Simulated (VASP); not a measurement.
Write the native input for VASP 6.6.1 that does the following.

| Item | Value |
| --- | --- |
| Task | relaxation of cell and atoms |
| Functional | LDA |
| Potentials or basis | VASP PAW LDA potentials, release 64 (B, N) |
| Cutoff | 600 eV |
| k mesh | 9 × 9 × 6 |
| Occupations | gaussian, width 0.02 eV |
| Spin | no spin polarisation |
| Dipole correction | no |
| Further INCAR settings | ALGO = Normal; EDIFF = 1e-06; IBRION = 2; EDIFFG = -0.002; NSW = 100; ISIF = 3 |

The structure of BN (lda) lies in POSCAR:

```
BN
1.0
    2.5231052628      0.0000000000      0.0000000000
   -1.2615526314      2.1850732540      0.0000000000
    0.0000000000      0.0000000000      4.1752672244
B N
2 2
Direct
    0.3333333333      0.6666666667     -0.0001461616
    0.6666666667      0.3333333333      0.4998538384
    0.3333333333      0.6666666667      0.3741461616
    0.6666666667      0.3333333333      0.8741461616
```

The input as run:

INCAR

```
SYSTEM = BN
PREC = Accurate ; ENCUT = 600
EDIFF = 1E-6 ; ISMEAR = 0
SIGMA = 0.02 ; LREAL = .FALSE.
LASPH = .TRUE. ; NELM = 60
ALGO = Normal ; ISIF = 3
LWAVE = .FALSE. ; LCHARG = .FALSE.
GGA = CA ; IBRION = 2
NSW = 100 ; EDIFFG = -0.002
```

KPOINTS

```
Automatic mesh
0
G
  9 9 6
  0 0 0
```

Potentials or basis: VASP PAW LDA potentials, release 64 (B, N).

Run with:

```console
$ cat potpaw_LDA.64/B/POTCAR potpaw_LDA.64/N/POTCAR > POTCAR
$ mpirun -np 1 vasp_std > vasp.out
```

Results of the run:

The relaxed volume is 5.77 Å³/atom. The relaxed cell is a = 2.525 Å, b = 2.525 Å, c = 4.178 Å, α = 90.00°, β = 90.00°, γ = 120.00°. The space group after relaxing (to 0.05 Å) is P6_3mc (No. 186), the energy gained by relaxing is 0.0 meV/atom and the ionic steps are 3. The pressure after relaxing is 0.0 GPa and the band gap on the k mesh is 4.91 eV, indirect (least direct gap 8.27 eV).

It took 9.1 s on 1 thread of Intel(R) Xeon(R) 6975P-C (Granite Rapids) (shared host), peak memory 0.13 GiB.
